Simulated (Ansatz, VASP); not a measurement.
SnO2: VASP beside Ansatz

```xyz
6
Lattice="5.0436 0.0000 0.0000 0.0000 4.7493 0.0000 0.0000 0.0000 3.2082" Properties=species:S:1:pos:R:3 pbc="T T T"
Sn    2.5218    2.3746    1.6041
Sn    0.0000    0.0000    0.0000
O     1.5748    1.4428    0.0000
O     4.0966    0.9319    1.6041
O     0.9470    3.8174    1.6041
O     3.4688    3.3065    0.0000
```

Change from the starting cell: volume 12.808 Å^3 an atom, stretch along a over the lengths across it, relative to the relaxed cell 1.0621.

Alike in both runs: functional LDA; k mesh 6 × 6 × 10; occupations gaussian, width 0.05 eV; no spin polarisation.

Ansatz relaxed the structure, and its values are those at the end. VASP's run is a single point on that final structure, the one shown.

|  | VASP | Ansatz |
| --- | --- | --- |
| version | VASP 6.6.1 | Ansatz 0.2.0 |
| potentials or method | VASP PAW LDA potentials, release 64 (Sn_d, O), cutoff 520 eV | scalar-relativistic, plane waves, PAW |
| valence electrons in the cell | 52 | 52 |

```tsv
	VASP	Ansatz	Ansatz less VASP
gap on the k mesh at the Fermi level (eV)	0.53	0.51	-0.024
least direct gap on the mesh (eV)	0.53	0.51	-0.024
pressure (GPa)	-11.6	-12.4	-0.78
rms of the force components (eV/Å)	0.019	0.002	-0.0167
```

LDA's correlation is that of Perdew and Zunger in VASP and of Perdew and Wang (1992) in Ansatz. Ansatz's warnings: stress scf threshold loose.
